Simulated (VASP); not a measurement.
# MgS in VASP: settings compared, part 2 of 2

VASP 6.6.1. The steps go on from the part before.

**4. Single point, r2SCAN (strain -1.5%)**

Contents of POSCAR:

```
MgS
1.0
    0.0000000000      2.7884136878      2.7884136878
    2.7884136878      0.0000000000      2.7884136878
    2.7884136878      2.7884136878      0.0000000000
Mg S
1 1
Direct
    0.0000000000      0.0000000000      0.0000000000
    0.2500000000      0.2500000000      0.2500000000
```

Contents of INCAR.step1:

```
PREC     = Accurate       # precision mode
ENCUT    = 520            # plane-wave cutoff, eV
ISMEAR   = 0              # smearing method
SIGMA    = 0.01           # smearing width, eV
LREAL    = F              # projectors in reciprocal space
LASPH    = T              # aspherical terms in the spheres
NELM     = 60             # most SCF steps
NBANDS   = 11             # bands
GGA      = PE             # functional
ALGO     = Normal         # electronic algorithm
EDIFF    = 1E-4           # SCF threshold, eV
LWAVE    = T              # write WAVECAR
LCHARG   = F              # write CHGCAR
```

Contents of INCAR.step2:

```
PREC     = Accurate       # precision mode
ENCUT    = 520            # plane-wave cutoff, eV
EDIFF    = 1E-6           # SCF threshold, eV
ISMEAR   = 0              # smearing method
SIGMA    = 0.01           # smearing width, eV
LREAL    = F              # projectors in reciprocal space
LASPH    = T              # aspherical terms in the spheres
NELM     = 60             # most SCF steps
ALGO     = Normal         # electronic algorithm
ISIF     = 2              # what is computed and relaxed
LWAVE    = F              # write WAVECAR
LCHARG   = T              # write CHGCAR
METAGGA  = R2SCAN         # meta-GGA
LMIXTAU  = T            
LELF     = T              # ELF
LVHAR    = T            
NBANDS   = 11             # bands
ISTART   = 1
```

Contents of KPOINTS:

```
regular mesh
0
Gamma
  8 8 8
```

Potentials or basis: VASP PAW PBE potentials, release 64 (Mg, S).

Run with:

```sh
> cat potpaw_PBE.64/Mg/POTCAR potpaw_PBE.64/S/POTCAR > POTCAR
> cp INCAR.step1 INCAR
> mpirun -np 1 vasp_std > vasp.out
> cp INCAR.step2 INCAR
> mpirun -np 1 vasp_std > vasp.out
```

OUTCAR:

```text
PREC = Accurate
   ENCUT = 520
   EDIFF = 1E-6
   ISMEAR = 0
   LREAL = F
   LASPH = T
   NELM = 60
   ISIF = 2
   METAGGA = R2SCAN
   ISTART = 1

 ion  position               nearest neighbor table
   1  0.000  0.000  0.000-   2 2.41   2 2.41   2 2.41   2 2.41
   2  0.250  0.250  0.250-   1 2.41   1 2.41   1 2.41   1 2.41

  LATTYP: Found a face centered cubic cell.
 ALAT       =     5.5768273756

  Lattice vectors:

 A1 = (   0.0000000000,   2.7884136878,   2.7884136878)
 A2 = (   2.7884136878,   0.0000000000,   2.7884136878)
 A3 = (   2.7884136878,   2.7884136878,   0.0000000000)

Analysis of symmetry for initial positions (statically):
=====================================================================
 Subroutine PRICEL returns:
 Original cell was already a primitive cell.

 Routine SETGRP: Setting up the symmetry group for a
 face centered cubic supercell.

 Subroutine GETGRP returns: Found 24 space group operations
 (whereof 24 operations were pure point group operations)
 out of a pool of 48 trial point group operations.

The static configuration has the point symmetry T_d .

[... 163 lines left out ...]
 val. band max:        1.0568355252   @ k =   0.0000   0.0000   0.0000
 cond. band min:       5.3409905623   @ k =   0.5000   0.5000   0.0000
 fundamental gap:      4.2841550371
 Fermi energy:         1.1166416727

 k-point     1 :       0.0000    0.0000    0.0000
  band No.  band energies     occupation
      1     -10.8403      2.00000
      2       1.0568      2.00000
      3       1.0568      2.00000
      4       1.0568      2.00000
      5       5.4326      0.00000
      6       9.7687      0.00000
      7       9.7687      0.00000
      8       9.7687      0.00000
      9      12.6070      0.00000
     10      12.6070      0.00000
     11      16.1522      0.00000
[... 309 lines left out ...]
 k-point    24 :      -0.3750    0.2500    0.1250
  band No.  band energies     occupation
      1      -9.9476      2.00000
      2      -1.8685      2.00000
      3      -0.3072      2.00000
      4       0.3693      2.00000
      5       7.6957      0.00000
      6       8.3697      0.00000
      7      10.6591      0.00000
      8      10.7888      0.00000
      9      13.5194      0.00000
     10      14.9757      0.00000
     11      16.3981      0.00000

 [... further k-points ...]
[... 5 lines left out ...]
  --------------------------------------------------------------------------------------
  -------------------------------------------------------------------------------------
  Total        0.7311236      0.7311236      0.7311236     -0.0000000      0.0000000      0.0000000
  in kB       27.0146755     27.0146755     27.0146755     -0.0000000      0.0000000      0.0000000
  external PRESSURE =      27.0146755 kB  Pullay stress =       0.0000000 kB

 VOLUME and BASIS-vectors are now :
 -----------------------------------------------------------------------------
  energy-cutoff  :      520.00
  volume of cell :       43.36
      direct lattice vectors                 reciprocal lattice vectors
     0.000000000  2.788413688  2.788413688    -0.179313422  0.179313422  0.179313422
     2.788413688  0.000000000  2.788413688     0.179313422 -0.179313422  0.179313422
     2.788413688  2.788413688  0.000000000     0.179313422  0.179313422 -0.179313422

 POSITION                                       TOTAL-FORCE (eV/Angst)
 -----------------------------------------------------------------------------------
      0.00000      0.00000      0.00000        -0.000000     -0.000000     -0.000000
      1.39421      1.39421      1.39421         0.000000      0.000000      0.000000
 -----------------------------------------------------------------------------------
    total drift:                               -0.000002     -0.000002     -0.000002

  FREE ENERGIE OF THE ION-ELECTRON SYSTEM (eV)
  ---------------------------------------------------
  free  energy   TOTEN  =       -15.4358357464 eV

  energy  without entropy=      -15.4358357464  energy(sigma->0) =      -15.43583575
```

OUTCAR.step1:

```text
PREC = Accurate
   ENCUT = 520
   ISMEAR = 0
   LREAL = F
   LASPH = T
[... 557 lines left out ...]
 -----------------------------------------------------------------------------------
      0.00000      0.00000      0.00000        -0.000000     -0.000000     -0.000000
      1.39421      1.39421      1.39421         0.000000      0.000000      0.000000
 -----------------------------------------------------------------------------------
    total drift:                               -0.000000     -0.000000     -0.000000

  FREE ENERGIE OF THE ION-ELECTRON SYSTEM (eV)
  ---------------------------------------------------
  free  energy   TOTEN  =        -8.4407426151 eV

  energy  without entropy=       -8.4407426151  energy(sigma->0) =       -8.44074262
```

OSZICAR.step1:

```text
N       E                     dE             d eps       ncg     rms          rms(c)
DAV:   1     0.255706358237E+02    0.25571E+02   -0.33633E+03   654   0.567E+02
DAV:   2    -0.706664720599E+01   -0.32637E+02   -0.31397E+02   761   0.105E+02
DAV:   3    -0.893730533251E+01   -0.18707E+01   -0.18681E+01   791   0.266E+01
DAV:   4    -0.895176074146E+01   -0.14455E-01   -0.14454E-01   755   0.275E+00
DAV:   5    -0.895193945148E+01   -0.17871E-03   -0.17871E-03   833   0.303E-01    0.416E+00
DAV:   6    -0.847068858208E+01    0.48125E+00   -0.11652E+00   695   0.408E+00    0.323E+00
DAV:   7    -0.843404088336E+01    0.36648E-01   -0.27520E-01   740   0.216E+00    0.252E+00
DAV:   8    -0.844133781310E+01   -0.72969E-02   -0.21915E-02   704   0.899E-01    0.140E+00
DAV:   9    -0.844054662521E+01    0.79119E-03   -0.22779E-03   721   0.240E-01    0.416E-01
DAV:  10    -0.844073857253E+01   -0.19195E-03   -0.57071E-04   707   0.114E-01    0.872E-02
DAV:  11    -0.844074261512E+01   -0.40426E-05   -0.52020E-05   641   0.297E-02
   1 F= -.84407426E+01 E0= -.84407426E+01  d E =-.179217E-68
```

It took 72 s on 1 thread of Intel Xeon 6975P-C, shared host; peak memory 0.17 GiB.

What came out:

```
Free energy            : -15.4358 eV
Pressure               : 2.7 GPa
Band gap on the k mesh : 4.28 eV, indirect (least direct gap 4.38 eV)
```

Caveat: the cell differs from its parent crystal (strain -1.5%); the PAW data sets were made with another functional, which shifts forces and pressure a little. A k mesh can miss the band edges.

**5. Single point, r2SCAN**

This run uses another cell than the first one, of 22.69 Å³/atom, 1.046 times its volume.

Contents of POSCAR:

```
MgS
1.0
    0.0000000000      2.8308768404      2.8308768404
    2.8308768404      0.0000000000      2.8308768404
    2.8308768404      2.8308768404      0.0000000000
Mg S
1 1
Direct
    0.0000000000      0.0000000000      0.0000000000
    0.2500000000      0.2500000000      0.2500000000
```

Contents of INCAR.step1:

```
  ALGO = Normal
  EDIFF = 1E-4
  ENCUT = 520
  GGA = PE
  ISMEAR = 0
  LASPH = T
  LCHARG = F
  LREAL = F
  LWAVE = T
  NBANDS = 11
  NELM = 80
  PREC = Accurate
  SIGMA = 0.01
```

Contents of INCAR.step2:

```
  ALGO = Normal
  EDIFF = 1E-7
  ENCUT = 520
  ISIF = 2
  ISMEAR = 0
  ISTART = 1
  LASPH = T
  LCHARG = F
  LMIXTAU = T
  LREAL = F
  LWAVE = F
  METAGGA = R2SCAN
  NBANDS = 11
  NELM = 80
  PREC = Accurate
  SIGMA = 0.01
```

Contents of KPOINTS:

```
k-points
0
Gamma
  8 8 8
```

Run with:

```sh
> cat potpaw_PBE.64/Mg/POTCAR potpaw_PBE.64/S/POTCAR > POTCAR
> cp INCAR.step1 INCAR
> mpirun -np 1 vasp_std > vasp.out
> cp INCAR.step2 INCAR
> mpirun -np 1 vasp_std > vasp.out
```

Run time: 77 s. Hardware: 1 thread of Intel Xeon 6975P-C, shared host; peak memory 0.17 GiB.

Results (log left out):

```yaml
Free_energy: -15.4507 eV
Pressure: -0.3 GPa
Band_gap_on_the_k_mesh: 4.13 eV, direct
```

Levels at points of the mesh, in eV from the valence-band top:
```
           k point  band 2  band 3  band 4  band 5  band 6  band 7
(0.00, 0.00, 0.00)    0.00    0.00    0.00    4.13    8.59    8.59
(0.50, 0.00, 0.00)   -3.15   -0.33   -0.33    5.79    8.21    8.21
(0.50, 0.50, 0.00)   -2.82   -1.05   -1.05    4.32    6.26   12.13
```

Caveat: the PAW data sets were made with another functional, which shifts forces and pressure a little. A k mesh can miss the band edges.

**6. Single point, PBE (uniaxial z strain -2.0%)**

Contents of INCAR:

```
SYSTEM = MgS
PREC = Accurate ; ENCUT = 520
EDIFF = 1E-7 ; ISMEAR = -1
SIGMA = 0.02 ; LREAL = .FALSE.
LASPH = .TRUE. ; NELM = 100
ALGO = Normal ; ISIF = 2
LWAVE = .FALSE. ; LCHARG = .FALSE.
GGA = PE ; NBANDS = 11
```

Contents of KPOINTS:

```
regular mesh
0
G
  8 8 8
  0 0 0
```

Contents of POSCAR:

```
MgS
1.0
    0.0000000000      2.8308768404      2.7742593036
    2.8308768404      0.0000000000      2.7742593036
    2.8308768404      2.8308768404      0.0000000000
Mg S
1 1
Direct
    0.0000000000      0.0000000000      0.0000000000
    0.2500000000      0.2500000000      0.2500000000
```

Potentials or basis: VASP PAW PBE potentials, release 64 (Mg, S).

Run with:

```sh
> cat potpaw_PBE.64/Mg/POTCAR potpaw_PBE.64/S/POTCAR > POTCAR
> mpirun -np 1 vasp_std > vasp.out
```

OUTCAR:

```text
SYSTEM = MgS
   PREC = Accurate
   ENCUT = 520
   EDIFF = 1E-7
   ISMEAR = -1
   LREAL = .FALSE.
   LASPH = .TRUE.
   NELM = 100
   ISIF = 2
   GGA = PE

 ion  position               nearest neighbor table
   1  0.000  0.000  0.000-   2 2.44   2 2.44   2 2.44   2 2.44
   2  0.250  0.250  0.250-   1 2.44   1 2.44   1 2.44   1 2.44

  LATTYP: Found a body centered tetragonal cell.
 ALAT       =     4.0034644211
 C/A-ratio  =     1.3859292911

  Lattice vectors:

 A1 = (   0.0000000000,  -2.8308768404,  -2.7742593036)
 A2 = (   0.0000000000,   2.8308768404,  -2.7742593036)
 A3 = (   2.8308768404,   0.0000000000,   2.7742593036)

Analysis of symmetry for initial positions (statically):
=====================================================================
 Subroutine PRICEL returns:
 Original cell was already a primitive cell.

 Routine SETGRP: Setting up the symmetry group for a
 body centered tetragonal supercell.

 Subroutine GETGRP returns: Found  8 space group operations
 (whereof  8 operations were pure point group operations)
 out of a pool of 16 trial point group operations.

The static configuration has the point symmetry D_2d.

Analysis of symmetry for dynamics (positions and initial velocities):
=====================================================================
 Subroutine PRICEL returns:
 Original cell was already a primitive cell.

 Routine SETGRP: Setting up the symmetry group for a
 body centered tetragonal supercell.

 Subroutine GETGRP returns: Found  8 space group operations
 (whereof  8 operations were pure point group operations)
 out of a pool of 16 trial point group operations.

The dynamic configuration has the point symmetry D_2d.

 Subroutine INISYM returns: Found  8 space group operations
 (whereof  8 operations are pure point group operations),
 and found     1 'primitive' translations

----------------------------------------------------------------------------------------

                                     Primitive cell
[... 113 lines left out ...]
  Fermi-wavevector in a.u.,A,eV,Ry     =   0.924198  1.746482 11.621314  0.854142
  Thomas-Fermi vector in A             =   2.049918
   LORBIT       =      0    0 simple, 1 ext, 2 COOP (PROOUT), +10 PAW based schemes
   GGA     = PE    functional components
   LHFCALC =     F    Hartree Fock is set to
   AEXX    =    0.0000 exact exchange contribution
   IVDW    =     0    specifies the selected vdW correction
   LEPSILON=     F    determine dielectric tensor
   LRPA    =     F    only Hartree local field effects (RPA)
 non-spin polarized calculation
  energy-cutoff  :      520.00
  volume of cell :       44.47
 maximum number of plane-waves:      1235
 NGX is ok and might be reduce to    30
   NGX = 15   NGY = 15   NGZ = 15

 number of electron       8.0000001 magnetization

 Free energy of the ion-electron system (eV)
  ---------------------------------------------------
  ext. energy  EPLUGINS =         0.00000000
  ---------------------------------------------------
  free energy    TOTEN  =        -8.46105209 eV

  energy without entropy =       -8.46105209  energy(sigma->0) =       -8.46105209

 E-fermi :   1.6201     XC(G=0):  -8.4684

 val. band max:        1.2252068579   @ k =   0.0000   0.0000   0.0000
 cond. band min:       4.7491675194   @ k =   0.0000   0.0000   0.0000
 fundamental gap:      3.5239606615
 Fermi energy:         1.6200763138

 k-point     1 :       0.0000    0.0000    0.0000
  band No.  band energies     occupation
      1     -10.1438      2.00000
      2       1.1744      2.00000
      3       1.1744      2.00000
      4       1.2252      2.00000
      5       4.7492      0.00000
      6       9.1882      0.00000
      7       9.1882      0.00000
      8       9.2079      0.00000
      9      11.8950      0.00000
     10      12.2263      0.00000
     11      15.0763      0.00000
[... 309 lines left out ...]
 k-point    24 :       0.3750   -0.0000    0.1250
  band No.  band energies     occupation
      1      -9.5798      2.00000
      2      -1.3219      2.00000
      3       0.6438      2.00000
      4       0.7607      2.00000
      5       6.8061      0.00000
      6       8.3566      0.00000
      7       9.2893      0.00000
      8       9.7237      0.00000
      9      12.0426      0.00000
     10      13.5383      0.00000
     11      14.3529      0.00000

 [... further k-points ...]
[... 5 lines left out ...]
  --------------------------------------------------------------------------------------
  -------------------------------------------------------------------------------------
  Total        0.5700463      0.5700463      0.6697293      0.0000000      0.0000000      0.0000000
  in kB       20.5400593     20.5400593     24.1318639      0.0000000      0.0000000      0.0000000
  external PRESSURE =      21.7373275 kB  Pullay stress =       0.0000000 kB

 VOLUME and BASIS-vectors are now :
 -----------------------------------------------------------------------------
  energy-cutoff  :      520.00
  volume of cell :       44.47
      direct lattice vectors                 reciprocal lattice vectors
     0.000000000  2.830876840  2.774259304    -0.176623721  0.176623721  0.180228286
     2.830876840  0.000000000  2.774259304     0.176623721 -0.176623721  0.180228286
     2.830876840  2.830876840  0.000000000     0.176623721  0.176623721 -0.180228286

 POSITION                                       TOTAL-FORCE (eV/Angst)
 -----------------------------------------------------------------------------------
      0.00000      0.00000      0.00000         0.000000      0.000000      0.000000
      1.41544      1.41544      1.38713        -0.000000     -0.000000     -0.000000
 -----------------------------------------------------------------------------------
    total drift:                               -0.000000     -0.000000     -0.000000

  FREE ENERGIE OF THE ION-ELECTRON SYSTEM (eV)
  ---------------------------------------------------
  free  energy   TOTEN  =        -8.4610520878 eV

  energy  without entropy=       -8.4610520878  energy(sigma->0) =       -8.46105209
```

stdout:

```text
POSCAR found type information on POSCAR MgS
 POSCAR found :  2 types and       2 ions
 scaLAPACK will be used
 LDA part: xc-table for (Slater+PW92), standard interpolation
 POSCAR, INCAR and KPOINTS ok, starting setup
 FFT: planning ... GRIDC
 FFT: planning ... GRID_SOFT
 FFT: planning ... GRID
 WAVECAR not read
 entering main loop
```

Wall time 32 s (1 thread of Intel Xeon 6975P-C, shared host); peak memory 0.18 GiB.

What came out:

- Free energy: -8.4611 eV
- Pressure: 2.2 GPa
- Band gap on the k mesh: 3.52 eV, direct

Stress tensor (GPa, compression positive):
```
2.05 0.00 0.00
0.00 2.05 0.00
0.00 0.00 2.41
```

Caveat: the cell differs from its parent crystal (uniaxial z strain -2.0%).

**7. Overview**

```tsv
level	cell	smearing	gap on the mesh (eV)	pressure (GPa)
PBE	a = 3.943 Å, angles 60.0°, 2 atoms	fermi-dirac 0.02 eV	3.69	3.9
PBE	a = 4.003 Å, angles 60.0°, 2 atoms	fermi-dirac 0.02 eV	3.46	0.9
r2SCAN	a = 3.943 Å, angles 60.0°, 2 atoms	gaussian 0.01 eV	4.28	2.7
r2SCAN	a = 4.003 Å, angles 60.0°, 2 atoms	gaussian 0.01 eV	4.13	-0.3
PBE	a = 3.964, b = 3.964, c = 4.003 Å, angles 59.7, 59.7, 60.7°, 2 atoms	fermi-dirac 0.02 eV	3.52	2.2
```

Alike in all rows: task single point; potentials or basis VASP PAW PBE potentials, release 64 (Mg, S); no spin polarisation; k mesh 8 × 8 × 8; cutoff (eV) 520.

Caveats: the PAW data sets were made with another functional, which shifts forces and pressure a little (some runs).

Absolute energies hang on the potentials; compare differences alone.
